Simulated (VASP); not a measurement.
Runs of VASP 6.6.1 on Hf2N. The structure is that of space group P4_2/mnm (No. 136), or close to it. The cells are those of the table. 

```csv
task,cell,cutoff (eV),smearing,gap on the mesh (eV),pressure (GPa),largest force (eV/Å)
relaxation of cell and atoms,"relaxed to 20 GPa from a = 5.147, b = 5.147, c = 3.142 Å, 6 atoms",600,gaussian 0.1 eV,none,20.0,-
single point,"a = 5.184, b = 5.184, c = 3.166 Å, 6 atoms",520,gaussian 0.1 eV,none,13.5,0.01
single point,"a = 5.296, b = 5.296, c = 3.227 Å, 6 atoms",520,gaussian 0.1 eV,none,-1.0,-
single point,"a = 5.296, b = 5.296, c = 3.228 Å, 6 atoms",520,fermi-dirac 0.15 eV,none,-1.0,0.01
single point,"a = 5.350, b = 5.350, c = 3.257 Å, 6 atoms",520,gaussian 0.1 eV,none,(a),0.01
single point,"a = 5.240, b = 5.240, c = 3.197 Å, 6 atoms",520,gaussian 0.1 eV,none,5.7,0.01
```

Alike in all rows: level PBEsol; potentials or basis VASP PAW PBE potentials, release 64 (Hf_pv, N); no spin polarisation; k mesh 8 × 8 × 12.

Question: Estimate the missing entries.

Answer: (a) -6.7.

Caveats: the PAW data sets were made with another functional, which shifts forces and pressure a little; spin-orbit coupling is left out, which moves the levels of the heavy elements; the cell stands under pressure (at least some runs); the cell is relaxed towards a set pressure, so the run minimises the enthalpy, not the energy (at least some runs); the cell stands under tension (at least some runs).

A k mesh can miss the band edges, and the runs leave out spin-orbit coupling on Hf.

A gap of «none» marks levels without a gap at the run's occupations.
